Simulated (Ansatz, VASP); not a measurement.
One calculation of Li, two programs

Contents of INCAR:

```
SYSTEM = Li
ALGO = Normal ; EDIFF = 1E-6
ENCUT = 650 ; GGA = PE
GGA_COMPAT = .False. ; ISIF = 2
ISMEAR = -1 ; ISPIN = 2
LASPH = .True. ; LCHARG = .True.
LELF = .True. ; LORBIT = 11
LREAL = .False. ; LVHAR = .True.
LWAVE = .False. ; MAGMOM = 1
NBANDS = 12 ; NELM = 200
PREC = Accurate ; SIGMA = 0.22
```

Contents of KPOINTS:

```
k-points
0
Gamma
  1 1 1
  0 0 0
```

POSCAR

```
Li
1.0
    9.0000000000      0.0000000000      0.0000000000
    0.0000000000      9.3000000000      0.0000000000
    0.0000000000      0.0000000000      9.6000000000
Li
1
Direct
    0.4995663100      0.5033063800      0.5033308200
```

Input for Ansatz:

```yaml
crystal:
  lattice:
    - [9, 0, 0]
    - [0.0, 9.3, 0.0]
    - [0.0, 0.0, 9.6]
  atoms:
    - { symbol: Li, position: [0.49956631, 0.50330638, 0.50333082], spin: 1 }
kpoints:
  mp_grid: { grid: [1, 1, 1] }
hamiltonian:
  xc: pbe
  pseudopotentials: { kind: paw }
output:
  forces: true
magnetization:
  spin_polarized: true
scf:
  occupations: { method: fermi_dirac, width: "0.22 eV" }
```

Alike in both runs: task single point; functional PBE; k mesh 1 × 1 × 1; collinear spin.

|  | VASP | Ansatz |
| --- | --- | --- |
| version | VASP 6.6.1 | Ansatz 0.2 development build |
| potentials or method | VASP PAW PBE potentials, release 64 (Li_sv) | PAW hard, scalar-relativistic |
| plane-wave cutoff (eV) | 650 | 780 |
| occupations | fermi-dirac, width 0.22 eV | fermi-dirac |

Ansatz gave:

| Quantity | Value |
| --- | --- |
| net moment per atom (μB) | 0.69 |
| size of the moment on the site where the two differ most (μB) | 0.67 |

Problem. What did VASP give for the same quantities?

Solution. net moment per atom (μB): 1.00; size of the moment on the site where the two differ most (μB): 0.06.

The net moments are unlike, so the other rows may belong to different states. Site moments also hang on the region over which each program counts them.
